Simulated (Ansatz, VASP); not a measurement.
TiNb2Te4 in VASP and in Ansatz

```
CELL_PARAMETERS angstrom
4.35560 2.51471 3.51012
-4.35560 2.51471 3.51012
0.00000 -5.02942 3.51012
ATOMIC_POSITIONS crystal
Ti 0.00000 0.00000 0.00000
Nb 0.75152 0.75152 0.75152
Nb 0.24848 0.24848 0.24848
Te 0.00000 0.00000 0.50000
Te 0.50000 0.00000 0.00000
Te 0.00000 0.50000 0.00000
Te 0.50000 0.50000 0.50000
```

Alike in both runs: functional PBE; k mesh 3 × 3 × 3; occupations gaussian, width 0.2 eV; no spin polarisation.

Ansatz relaxed the structure, and its values are those at the end. VASP's run is a single point on that final structure, the one shown.

|  | VASP | Ansatz |
| --- | --- | --- |
| version | VASP 6.6.1 | Ansatz 0.2.0 |
| potentials or method | VASP PAW PBE potentials, release 64 (Ti_sv, Nb_sv, Te), cutoff 520 eV | scalar-relativistic, plane waves, PAW |
| valence electrons in the cell | 62 | 102 |

```tsv
	VASP	Ansatz	Ansatz less VASP
gap on the k mesh at the Fermi level (eV)	none	none	-
pressure (GPa)	-0.4	-0.3	+0.09
rms of the force components (eV/Å)	0.003	0.004	+0.0011
```

A gap of «none» marks a metal or a gap that the smearing closes. VASP's potentials hold 62 valence electrons a cell and Ansatz's 102, so a difference there can come from the potentials and not from the codes.

Spin-orbit coupling is off throughout.
